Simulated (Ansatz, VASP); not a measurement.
**Two plane-wave programs on ZnCu2SnSe4**

Contents of INCAR:

```
  ALGO = Normal
  EDIFF = 1E-6
  ENCUT = 520
  GGA = PS
  ISIF = 2
  ISMEAR = -1
  LASPH = T
  LCHARG = T
  LELF = T
  LREAL = F
  LVHAR = T
  LWAVE = F
  NBANDS = 46
  NELM = 100
  PREC = Accurate
  SIGMA = 0.05
```

KPOINTS

```
k-points
0
Gamma
  6 6 6
```

Contents of POSCAR:

```
ZnCu2SnSe4
1.0
   -2.9144933700      2.9144933700      5.7398310000
    2.9144933700     -2.9144933700      5.7398310000
    2.9144933700      2.9144933700     -5.7398310000
Sn Se Zn Cu
1 4 1 2
Direct
    0.5000000000      0.5000000000      0.0000000000
    0.3634660000      0.8897130000      0.9932200000
    0.8964930000      0.3702460000      0.0067800000
    0.1102870000      0.1035070000      0.4737530000
    0.6297540000      0.6365340000      0.5262470000
    0.7500000000      0.2500000000      0.5000000000
    0.0000000000      0.0000000000      0.0000000000
    0.2500000000      0.7500000000      0.5000000000
```

The input input.yaml:

```yaml
crystal:
  lattice:
    - [-2.91449337, 2.91449337, 5.739831]
    - [2.91449337, -2.91449337, 5.739831]
    - [2.91449337, 2.91449337, -5.739831]
  atoms:
    - { symbol: Sn, position: [0.5, 0.5, 0.0] }
    - { symbol: Se, position: [0.363466, 0.889713, 0.99322] }
    - { symbol: Se, position: [0.896493, 0.370246, 0.00678] }
    - { symbol: Se, position: [0.110287, 0.103507, 0.473753] }
    - { symbol: Se, position: [0.629754, 0.636534, 0.526247] }
    - { symbol: Zn, position: [0.75, 0.25, 0.5] }
    - { symbol: Cu, position: [0.0, 0.0, 0.0] }
    - { symbol: Cu, position: [0.25, 0.75, 0.5] }
hamiltonian:
  xc: pbesol
  pseudopotentials: { kind: paw }
kpoints:
  mp_grid: { grid: [6, 6, 6] }
  band_path:
    path:
      - [[0.0, 0.0, 0.0], [0.5, -0.5, 0.0], [0.5, -0.5, 0.1289133626], [0.3144566813, -0.3144566813, 0.3144566813], [0.0, 0.0, 0.0], [0.5, 0.5, -0.5], [0.6855433187, 0.3144566813, -0.3144566813], [0.5, 0.0, 0.0], [0.75, -0.25, -0.25], [0.8710866374, 0.1289133626, -0.5], [0.5, 0.5, -0.5]]
      - [[0.5, -0.5, 0.0], [0.75, -0.25, -0.25]]
    npoints: 10
scf:
  occupations: { method: fermi_dirac, width: 0.05 }
  n_extra_bands: 20
output:
  forces: true
  stress: true
  eigenvalues: true
  fatbands: true
  write_density: true
  write_potential: true
  elf: true
  volumetric_format: npy
```

Alike in both runs: functional PBEsol; k mesh 6 × 6 × 6; occupations fermi-dirac, width 0.05 eV; no spin polarisation.

|  | VASP | Ansatz |
| --- | --- | --- |
| version | VASP 6.6.1 | Ansatz 0.2.0 |
| potentials or method | VASP PAW PBE potentials, release 64 (Sn_d, Se, Zn, Cu) | Ansatz PAW |
| plane-wave cutoff (eV) | 520 | 420 |
| valence electrons in the cell | 72 | 128 |
| task | single point | band structure |

```tsv
	VASP	Ansatz	Ansatz less VASP
gap on the k mesh at the Fermi level (eV)	none	none	-
pressure (GPa)	-3.9	-4.0	-0.17
traceless stress, the component that is largest in VASP (GPa)	0.31	0.31	+0.002
rms of the force components (eV/Å)	0.043	0.049	+0.0056
```

VASP's potentials were made for PBE, not for PBEsol. Atom by atom the forces differ by 0.007 eV/Å (rms over components). A gap of «none» marks a metal or a gap that the smearing closes. VASP's potentials hold 72 valence electrons a cell and Ansatz's 128, so a difference there can come from the potentials and not from the codes.
